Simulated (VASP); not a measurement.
# W: single point with PBE

The system is W, a slab with vacuum.

```xyz
20
Lattice="6.3671 0.0000 0.0000 0.0000 6.3671 0.0000 0.0000 0.0000 26.8559" Properties=species:S:1:pos:R:3 pbc="T T T"
W     1.5918    4.7753    8.0000
W     1.5918    1.5918    8.0000
W     4.7753    4.7753    8.0000
W     4.7753    1.5918    8.0000
W     3.1836    3.1836    9.5918
W     3.1836    0.0000    9.5918
W     0.0000    3.1836    9.5918
W     0.0000    0.0000    9.5918
W     4.7905    1.5816   11.1703
W     4.7596    4.7855   11.1707
W     1.5857    1.6019   11.1698
W     1.5974    4.7652   11.1703
W     0.0131   -0.0167   12.7711
W    -0.0413    3.2158   12.7820
W     3.1693    0.0159   12.7705
W     3.2239    3.1509   12.7827
W     1.7574    4.5633   14.2425
W     1.4252    1.8032   14.2407
W     4.6083    5.0008   14.3343
W     4.9405    1.3640   14.3344
```

```
Program                : VASP 6.6.1
Task                   : single point
Functional             : PBE
Potentials or basis    : VASP PAW PBE potentials, release 64 (W_sv)
Cutoff                 : 520 eV
k mesh                 : 3 × 3 × 1
Occupations            : gaussian, width 0.1 eV
Spin                   : no spin polarisation
Dipole correction      : yes
Further INCAR settings : LREAL = Auto; ALGO = Fast; EDIFF = 1e-06; NBANDS = 156
```

The largest force is 1.574 eV/Å and the band gap on the k mesh is zero (bands 140 and 141 overlap by 0.10 eV).

Forces on the atoms (eV/Å):
```
W    0.015 -0.012  1.489
W   -0.016  0.012  1.487
W   -0.009  0.013  1.504
W    0.008 -0.013  1.503
W   -0.033  0.012 -1.535
W   -0.001  0.040 -1.573
W    0.031 -0.011 -1.536
W   -0.001 -0.043 -1.572
W   -0.048 -0.030  0.080
W    0.048  0.026  0.073
W   -0.047  0.059  0.065
W    0.047 -0.062  0.058
W    0.063 -0.001  0.232
W   -0.044 -0.056  0.024
W   -0.059  0.003  0.245
W    0.044  0.056  0.013
W    0.011  0.164  0.273
W   -0.010 -0.167  0.295
W   -0.064 -0.055 -0.561
W    0.065  0.063 -0.564
```

Levels at points of the mesh, in eV from the Fermi level:
```
           k point  band 138  band 139  band 140  band 141  band 142  band 143
(0.00, 0.00, 0.00)     -0.22     -0.18     -0.04      0.06      0.12      0.14
```

It took 48 min on 1 thread of Oxide Virtual Turin-like Processor, with other jobs on the host, peak memory 1.1 GiB.

Caveat: spin-orbit coupling is left out, which moves the levels of the heavy elements.
